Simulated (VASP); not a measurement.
## W: single point with LDA

The system is W.

```
W
1.0
    -1.55364    1.55364    1.55364
     1.55364   -1.55364    1.55364
     1.55364    1.55364   -1.55364
W
1
Direct
  0.00000 0.00000 0.00000
```

- Program: VASP 6.6.1
- Task: single point
- Functional: LDA
- Potentials or basis: VASP PAW LDA potentials, release 64 (W_sv)
- Cutoff: 520 eV
- k mesh: 18 × 18 × 18
- Occupations: gaussian, width 0.05 eV
- Spin: no spin polarisation
- Dipole correction: no
- Further INCAR settings: ALGO = Normal; EDIFF = 1e-06; NBANDS = 13

| Property | Result |
| --- | --- |
| Pressure | 12.0 GPa |
| Band gap on the k mesh | zero (band 7 reaches 17.70 eV, above the bottom of band 8 at 10.78 eV) |

Levels at points of the mesh, in eV from the Fermi level:
```
           k point  band 3  band 4  band 5  band 6  band 7  band 8  band 9  band 10  band 11  band 12
(0.00, 0.00, 0.00)  -37.39  -37.39   -9.83   -1.35   -1.35   -1.35    2.33     2.33    14.70    14.70
(0.50, 0.00, 0.00)  -37.90  -37.40   -6.62   -3.85    1.06    2.27    3.30     6.65    11.71    12.03
(0.50, 0.50, 0.50)  -38.48  -38.48   -6.30   -6.30    5.57    5.57    5.57     8.83     8.83     8.83
```

Run time: 15 s on 1 thread of AMD EPYC 9R45 96-Core Processor (Zen 5), on a shared host, peak memory 0.11 GiB.

Caveat: spin-orbit coupling is left out, which moves the levels of the heavy elements.
